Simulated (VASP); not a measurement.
A run of VASP 6.6.1 is set up as follows.

Contents of INCAR:

```
SYSTEM = BaTe
ALGO = Normal
EDIFF = 1E-6
ENCUT = 520
GGA = PE
ISIF = 2
ISMEAR = 0
LASPH = .True.
LCHARG = .False.
LREAL = .False.
LWAVE = .False.
NBANDS = 15
NELM = 100
PREC = Accurate
SIGMA = 0.05
```

KPOINTS

```
k-points
0
Gamma
  8 8 8
  0 0 0
```

The input POSCAR:

```
BaTe
1.0
    0.0000000000      3.4100000000      3.4100000000
    3.4100000000      0.0000000000      3.4100000000
    3.4100000000      3.4100000000      0.0000000000
Ba Te
1 1
Direct
    0.0000000000      0.0000000000      0.0000000000
    0.5000000000      0.5000000000      0.5000000000
```

Potentials or basis: VASP PAW PBE potentials, release 64 (Ba_sv, Te).

Command:

```bash
$ cat potpaw_PBE.64/Ba_sv/POTCAR potpaw_PBE.64/Te/POTCAR > POTCAR
$ mpirun -np 1 vasp_std > vasp.out
```

Problem. Estimate the band gap on the k mesh.

Solution. 1.33 eV, indirect (least direct gap 1.71 eV).

Problem. What does it give for the pressure?

Solution. 4.2 GPa.

Caveat: spin-orbit coupling is left out, which moves the levels of the heavy elements. PBE gaps usually lie below the measured ones, often by a third to a half.
